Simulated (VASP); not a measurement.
Input of a VASP 6.6.1 run:

The input INCAR:

```
PREC = Accurate
ENCUT = 520
EDIFF = 1E-6
ISMEAR = -1
SIGMA = 0.05
LREAL = F
LASPH = T
NELM = 150
ALGO = Normal
ISIF = 2
LWAVE = F
LCHARG = F
ISPIN = 2
MAGMOM = 0 0 4 4
LORBIT = 11
LMAXMIX = 4
GGA = CA
NBANDS = 30
```

File KPOINTS:

```
Automatic mesh
0
Gamma
  7 7 5
```

Contents of POSCAR:

```
MnSb
1.0
    4.2046115259      0.0000000000      0.0000000000
   -2.1023057629      3.6413003944      0.0000000000
    0.0000000000      0.0000000000      5.8560613541
Sb Mn
2 2
Direct
    0.6666666667      0.3333333333      0.7500000000
    0.3333333333      0.6666666667      0.2500000000
    0.0000000000      0.0000000000      0.5000000000
    0.0000000000      0.0000000000      0.0000000000
```

Potentials or basis: VASP PAW LDA potentials, release 64 (Sb, Mn_pv).

The run is started by

```sh
$ cat potpaw_LDA.64/Sb/POTCAR potpaw_LDA.64/Mn_pv/POTCAR > POTCAR
$ mpirun -np 1 vasp_std > vasp.out
```

(1) What does it give for the pressure?

(2) Predict the site moments.

## Answers

(1) -12.3 GPa.

(2) Sb -0.11; Mn +3.30 μB.

Caveat: the cell stands under tension.
